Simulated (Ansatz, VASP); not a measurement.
**Two plane-wave programs on Sr**

```
CELL_PARAMETERS angstrom
-2.40379 2.40379 2.40379
2.40379 -2.40379 2.40379
2.40379 2.40379 -2.40379
ATOMIC_POSITIONS crystal
Sr 0.00000 0.00000 0.00000
```

Alike in both runs: task single point; functional BLYP; k mesh 11 × 11 × 11; occupations fermi-dirac, width 0.1 eV; no spin polarisation.

```csv
,VASP,Ansatz
version,VASP 6.6.1,Ansatz 0.2.0
potentials or method,"VASP PAW PBE potentials, release 64 (Sr_sv), cutoff 520 eV","plane waves (420 eV) with PAW, scalar-relativistic"
valence electrons in the cell,10,10
```

```tsv
	VASP	Ansatz	Ansatz less VASP
pressure (GPa)	0.0	0.0	0.00
```

VASP's potentials were made for PBE, not for BLYP. The functional is the same, so the differences come from potentials, cutoffs and numerics.
